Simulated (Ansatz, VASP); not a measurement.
## One calculation of TiO2, two programs

The input INCAR:

```
PREC = Accurate ; ENCUT = 520
EDIFF = 1E-8 ; ISMEAR = -1
SIGMA = 0.08 ; LREAL = F
LASPH = T ; NELM = 60
ALGO = Normal ; ISIF = 2
LWAVE = F ; LCHARG = F
GGA = CA ; LEFG = T
NBANDS = 33
```

File KPOINTS:

```
regular mesh
0
Gamma
  13 13 13
```

File POSCAR:

```
TiO2
1.0
   -1.8925000000      1.8925000000      4.6142900000
    1.8925000000     -1.8925000000      4.6142900000
    1.8925000000      1.8925000000     -4.6142900000
Ti O
2 4
Direct
    0.0000000000      0.0000000000      0.0000000000
    0.7500000000      0.2500000000      0.5000000000
    0.2066000000      0.2066000000      0.0000000000
    0.9566000000      0.4566000000      0.5000000000
    0.5434000000      0.0434000000      0.5000000000
    0.7934000000      0.7934000000      0.0000000000
```

Input for Ansatz:

```yaml
crystal:
  lattice:
    - [-1.8925, 1.8925, 4.61429]
    - [1.8925, -1.8925, 4.61429]
    - [1.8925, 1.8925, -4.61429]
  atoms:
    - { symbol: Ti, position: [0.0, 0.0, 0.0] }
    - { symbol: Ti, position: [0.75, 0.25, 0.5] }
    - { symbol: O, position: [0.2066, 0.2066, 0.0] }
    - { symbol: O, position: [0.9566, 0.4566, 0.5] }
    - { symbol: O, position: [0.5434, 0.0434, 0.5] }
    - { symbol: O, position: [0.7934, 0.7934, 0.0] }
kpoints:
  mp_grid: { grid: [13, 13, 13] }
scf:
  occupations: { method: fermi_dirac, width: 0.08 }
hamiltonian:
  xc: lda
  pseudopotentials: { kind: all_electron, datasets: crystal }
output:
  forces: true
  stress: true
  eigenvalues: true
  efg: { contact_densities: true }
```

Change from the starting cell: zz strain of -3 %, crystal datasets.

Alike in both runs: task electric field gradients; functional LDA; k mesh 13 × 13 × 13; occupations fermi-dirac, width 0.08 eV; no spin polarisation.

```csv
,VASP,Ansatz
version,VASP 6.6.1,Ansatz 0.2.0
potentials or method,"VASP PAW LDA potentials, release 64 (Ti_sv, O), cutoff 520 eV","all-electron PAW with datasets made for the crystal, scalar-relativistic"
```

|  | VASP | Ansatz | Ansatz less VASP |
| --- | --- | --- | --- |
| pressure (GPa) | 3.1 | 2.1 | -1.05 |
| traceless stress, the component that is largest in VASP (GPa) | 9.51 | 9.22 | -0.286 |
| rms of the force components (eV/Å) | 0.406 | 0.384 | -0.0226 |
| size of Vzz on the site where it differs most (V/Å²) | 16.5 | 15.8 | -0.66 |

LDA's correlation is that of Perdew and Zunger in VASP and of Perdew and Wang (1992) in Ansatz. Atom by atom the forces differ by 0.023 eV/Å (rms over components). Ansatz ran all-electron here, and VASP with PAW potentials.
